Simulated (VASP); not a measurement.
# BaO (Fm-3m) in VASP: single point with PBE

Aim: the single point of BaO with PBE.

Program: VASP 6.6.1. These are calculated values, not measurements. Logs are shortened: lines on timing, memory, paths and dates and some standing lists are left out, and cuts for length are marked.

### Step 1. The cell of the first run

Symmetry: Fm-3m, No. 225, cubic system. Conventional cell: a = 5.500 Å, b = 5.500 Å, c = 5.500 Å, α = 90.00°, β = 90.00°, γ = 90.00°. Ba (site symmetry m-3m) has 6 O at 2.75 Å within 3.6 Å. Within 3.6 Å of O (site symmetry m-3m) lie 6 Ba at 2.75 Å.

### Step 2. Single point, PBE

Contents of INCAR:

```
PREC = Accurate
ENCUT = 600
EDIFF = 1E-6
ISMEAR = 0
SIGMA = 0.01
LREAL = F
LASPH = T
NELM = 120
ALGO = Normal
ISIF = 2
LWAVE = F
LCHARG = F
GGA = PE
NBANDS = 15
GGA_COMPAT = F
```

Contents of KPOINTS:

```
regular mesh
0
Gamma
  3 3 3
```

Contents of POSCAR:

```
BaO
1.0
    0.0000000000      2.7500000000      2.7500000000
    2.7500000000      0.0000000000      2.7500000000
    2.7500000000      2.7500000000      0.0000000000
Ba O
1 1
Direct
    0.0000000000      0.0000000000      0.0000000000
    0.5000000000      0.5000000000      0.5000000000
```

Potentials or basis: VASP PAW PBE potentials, release 64 (Ba_sv, O).

Run with:

```
$ cat potpaw_PBE.64/Ba_sv/POTCAR potpaw_PBE.64/O/POTCAR > POTCAR
$ mpirun -np 1 vasp_std > vasp.out
```

OUTCAR:

```text
PREC = Accurate
   ENCUT = 600
   EDIFF = 1E-6
   ISMEAR = 0
   LREAL = F
   LASPH = T
   NELM = 120
   ISIF = 2
   GGA = PE

 ion  position               nearest neighbor table
   1  0.000  0.000  0.000-   2 2.75   2 2.75   2 2.75   2 2.75   2 2.75   2 2.75
   2  0.500  0.500  0.500-   1 2.75   1 2.75   1 2.75   1 2.75   1 2.75   1 2.75

  LATTYP: Found a face centered cubic cell.
 ALAT       =     5.5000000000

  Lattice vectors:

 A1 = (   0.0000000000,   2.7500000000,   2.7500000000)
 A2 = (   2.7500000000,   0.0000000000,   2.7500000000)
 A3 = (   2.7500000000,   2.7500000000,   0.0000000000)

Analysis of symmetry for initial positions (statically):
=====================================================================
 Subroutine PRICEL returns:
 Original cell was already a primitive cell.

 Routine SETGRP: Setting up the symmetry group for a
 face centered cubic supercell.

 Subroutine GETGRP returns: Found 48 space group operations
 (whereof 48 operations were pure point group operations)
 out of a pool of 48 trial point group operations.

The static configuration has the point symmetry O_h .

Analysis of symmetry for dynamics (positions and initial velocities):
=====================================================================
 Subroutine PRICEL returns:
 Original cell was already a primitive cell.

 Routine SETGRP: Setting up the symmetry group for a
 face centered cubic supercell.

 Subroutine GETGRP returns: Found 48 space group operations
 (whereof 48 operations were pure point group operations)
 out of a pool of 48 trial point group operations.

The dynamic configuration has the point symmetry O_h .

 Subroutine INISYM returns: Found 48 space group operations
 (whereof 48 operations are pure point group operations),
 and found     1 'primitive' translations

----------------------------------------------------------------------------------------

                                     Primitive cell

  volume of cell :      41.5938

  direct lattice vectors                    reciprocal lattice vectors
     0.000000000  2.750000000  2.750000000    -0.181818182  0.181818182  0.181818182
     2.750000000  0.000000000  2.750000000     0.181818182 -0.181818182  0.181818182
     2.750000000  2.750000000  0.000000000     0.181818182  0.181818182 -0.181818182

  length of vectors
     3.889087297  3.889087297  3.889087297     0.314918329  0.314918329  0.314918329

  position of ions in fractional coordinates (direct lattice)
     0.000000000  0.000000000  0.000000000
     0.500000000  0.500000000  0.500000000

  ion indices of the primitive-cell ions
   primitive index   ion index
                 1           1
                 2           2

----------------------------------------------------------------------------------------

 KPOINTS: regular mesh

Automatic generation of k-mesh.
 Grid dimensions read from file:
 generate k-points for:    3    3    3

 Generating k-lattice:

  Cartesian coordinates                     Fractional coordinates (reciprocal lattice)
    -0.060606061  0.060606061  0.060606061     0.333333333  0.000000000  0.000000000
     0.060606061 -0.060606061  0.060606061     0.000000000  0.333333333  0.000000000
     0.060606061  0.060606061 -0.060606061     0.000000000  0.000000000  0.333333333

  Length of vectors
     0.104972776  0.104972776  0.104972776

  Shift w.r.t. Gamma in fractional coordinates (k-lattice)
     0.000000000  0.000000000  0.000000000

 Subroutine IBZKPT returns following result:
 ===========================================

 Found      4 irreducible k-points:

 Following reciprocal coordinates:
            Coordinates               Weight
  0.000000  0.000000  0.000000      1.000000
  0.333333  0.000000  0.000000      8.000000
  0.333333  0.333333  0.000000      6.000000
 -0.333333  0.333333  0.000000     12.000000
   k-points           NKPTS =      4   k-points in BZ     NKDIM =      4   number of bands    NBANDS=     15
   number of dos      NEDOS =    301   number of ions     NIONS =      2
   total plane-waves  NPLWV =  32768
   dimension x,y,z NGX =    32 NGY =   32 NGZ =   32
   dimension x,y,z NGXF=    64 NGYF=   64 NGZF=   64
   ions per type =               1   1
   NGX,Y,Z   is equivalent  to a cutoff of  13.68, 13.68, 13.68 a.u.
   NGXF,Y,Z  is equivalent  to a cutoff of  27.36, 27.36, 27.36 a.u.
 SYSTEM =  unknown system
   PREC   = accura    normal or accurate (medium, high low for compatibility)
   ISTART =      0    job   : 0-new  1-cont  2-samecut
   ICHARG =      2    charge: 1-file 2-atom 10-const
   ISPIN  =      1    spin polarized calculation?
   LNONCOLLINEAR =      F non collinear calculations
   LSORBIT =      F    spin-orbit coupling
   LASPH  =      T    aspherical Exc in radial PAW
   ENCUT  =  600.0 eV  44.10 Ry    6.64 a.u.   7.77  7.77  7.77*2*pi/ulx,y,z
   NELM   =    120;   NELMIN=  2; NELMDL= -5     # of ELM steps
   EDIFF  = 0.1E-05   stopping-criterion for ELM
   LREAL  =      F    real-space projection
   EDIFFG = 0.1E-04   stopping-criterion for IOM
   NSW    =      0    number of steps for IOM
   IBRION =     -1    ionic relax: 0-MD 1-quasi-New 2-CG
   NFREE  =      0    steps in history (QN), initial steepest desc. (CG)
   ISIF   =      2    stress and relaxation
   ISYM   =      2    0-nonsym 1-usesym 2-fastsym
   POTIM  = 0.5000    time-step for ionic-motion
   TEBEG  =    0.0;   TEEND  =   0.0 temperature during run
   PSTRESS=    0.0 pullay stress
   NELECT =      16.0000    total number of electrons
   NUPDOWN=      -1.0000    fix difference up-down
   EMIN   =  10.00;   EMAX   =-10.00  energy-range for DOS
   EFERMI =   0.00;   METHOD = LEGACY
   ISMEAR =     0;   SIGMA  =   0.01  broadening in eV -4-tet -1-fermi 0-gaus
   EFERMI_NEDOS =   21; number of points for ismear=-14 and -15
   IALGO  =     38    algorithm
   IMIX   =      4    mixing-type and parameters
     AMIX     =   0.40;   BMIX     =  1.00
     AMIX_MAG =   1.60;   BMIX_MAG =  1.00
  volume/ion in A,a.u.               =      20.80       140.34
  Fermi-wavevector in a.u.,A,eV,Ry     =   1.190617  2.249940 19.287200  1.417569
  Thomas-Fermi vector in A             =   2.326698
   LORBIT       =      0    0 simple, 1 ext, 2 COOP (PROOUT), +10 PAW based schemes
   GGA     = PE    functional components
   LHFCALC =     F    Hartree Fock is set to
   AEXX    =    0.0000 exact exchange contribution
   IVDW    =     0    specifies the selected vdW correction
   LEPSILON=     F    determine dielectric tensor
   LRPA    =     F    only Hartree local field effects (RPA)
 non-spin polarized calculation
 Gauss-broadening in eV      SIGMA  =   0.01
  energy-cutoff  :      600.00
  volume of cell :       41.59
 maximum number of plane-waves:      1411
   NGX = 15   NGY = 15   NGZ = 15

 number of electron      15.9999997 magnetization

 Free energy of the ion-electron system (eV)
  ---------------------------------------------------
  ext. energy  EPLUGINS =         0.00000000
  ---------------------------------------------------
  free energy    TOTEN  =       -11.75272745 eV

  energy without entropy =      -11.75272745  energy(sigma->0) =      -11.75272745

 E-fermi :   1.8551     XC(G=0):  -9.7126

 val. band max:        1.8097405535   @ k =  -0.3333   0.3333   0.0000
 cond. band min:       4.3981681022   @ k =   0.3333   0.3333   0.0000
 fundamental gap:      2.5884275486
 Fermi energy:         1.8550511516

 k-point     1 :       0.0000    0.0000    0.0000
  band No.  band energies     occupation
      1     -23.8972      2.00000
      2     -13.0151      2.00000
      3      -8.3658      2.00000
      4      -8.3658      2.00000
      5      -8.3658      2.00000
      6       1.6650      2.00000
      7       1.6650      2.00000
      8       1.6650      2.00000
      9       5.6729      0.00000
     10       6.6944      0.00000
     11       6.6944      0.00000
     12       6.6944      0.00000
     13       9.0148      0.00000
     14       9.0148      0.00000
     15      12.0238      0.00000

 k-point     2 :       0.3333    0.0000    0.0000
  band No.  band energies     occupation
      1     -23.6891      2.00000
      2     -13.6065      2.00000
      3      -8.5321      2.00000
      4      -8.4606      2.00000
      5      -8.4606      2.00000
      6       0.3052      2.00000
      7       0.7340      2.00000
      8       0.7340      2.00000
      9       6.6705      0.00000
     10       8.4641      0.00000
     11       8.4641      0.00000
     12       9.0813      0.00000
     13      11.2979      0.00000
     14      11.2979      0.00000
     15      15.9881      0.00000

 k-point     3 :       0.3333    0.3333    0.0000
  band No.  band energies     occupation
      1     -23.6303      2.00000
      2     -13.3373      2.00000
      3      -9.1803      2.00000
      4      -8.8370      2.00000
      5      -8.8370      2.00000
      6       1.0919      2.00000
      7       1.7563      2.00000
      8       1.7563      2.00000
      9       4.3982      0.00000
     10       7.9211      0.00000
     11      10.2823      0.00000
     12      10.2823      0.00000
     13      10.3615      0.00000
     14      11.1843      0.00000
     15      18.1931      0.00000

 k-point     4 :      -0.3333    0.3333    0.0000
  band No.  band energies     occupation
      1     -23.5561      2.00000
      2     -13.5292      2.00000
      3      -9.5170      2.00000
      4      -8.7541      2.00000
      5      -8.7071      2.00000
      6       0.7242      2.00000
      7       0.9633      2.00000
      8       1.8097      2.00000
      9       6.3338      0.00000
     10       7.8783      0.00000
     11       9.4794      0.00000
     12      10.0423      0.00000
     13      11.8784      0.00000
     14      13.6404      0.00000
     15      16.3773      0.00000

------------------------ aborting loop because EDIFF is reached ----------------------------------------

  FORCE on cell =-STRESS in cart. coord.  units (eV):
  Direction    XX          YY          ZZ          XY          YZ          ZX
  --------------------------------------------------------------------------------------
  -------------------------------------------------------------------------------------
  Total        1.2637797      1.2637797      1.2637797      0.0000000     -0.0000000      0.0000000
  in kB       48.6803719     48.6803719     48.6803719      0.0000000     -0.0000000      0.0000000
  external PRESSURE =      48.6803719 kB  Pullay stress =       0.0000000 kB

 VOLUME and BASIS-vectors are now :
 -----------------------------------------------------------------------------
  energy-cutoff  :      600.00
  volume of cell :       41.59
      direct lattice vectors                 reciprocal lattice vectors
     0.000000000  2.750000000  2.750000000    -0.181818182  0.181818182  0.181818182
     2.750000000  0.000000000  2.750000000     0.181818182 -0.181818182  0.181818182
     2.750000000  2.750000000  0.000000000     0.181818182  0.181818182 -0.181818182

 POSITION                                       TOTAL-FORCE (eV/Angst)
 -----------------------------------------------------------------------------------
      0.00000      0.00000      0.00000         0.000000     -0.000000     -0.000000
      2.75000      2.75000      2.75000        -0.000000      0.000000      0.000000
 -----------------------------------------------------------------------------------
    total drift:                                0.000000     -0.000000      0.000000

  FREE ENERGIE OF THE ION-ELECTRON SYSTEM (eV)
  ---------------------------------------------------
  free  energy   TOTEN  =       -11.7527274462 eV

  energy  without entropy=      -11.7527274462  energy(sigma->0) =      -11.75272745
```

Wall time 9.2 s (1 thread of Intel Xeon 8259CL, shared host); peak memory 0.17 GiB.

Results:

```
Free energy            : -11.7527 eV
Pressure               : 4.9 GPa
Band gap on the k mesh : 2.59 eV, indirect (least direct gap 2.64 eV)
```

Caveat: the k points lie up to 0.66 Å⁻¹ apart; spin-orbit coupling is left out, which moves the levels of the heavy elements.
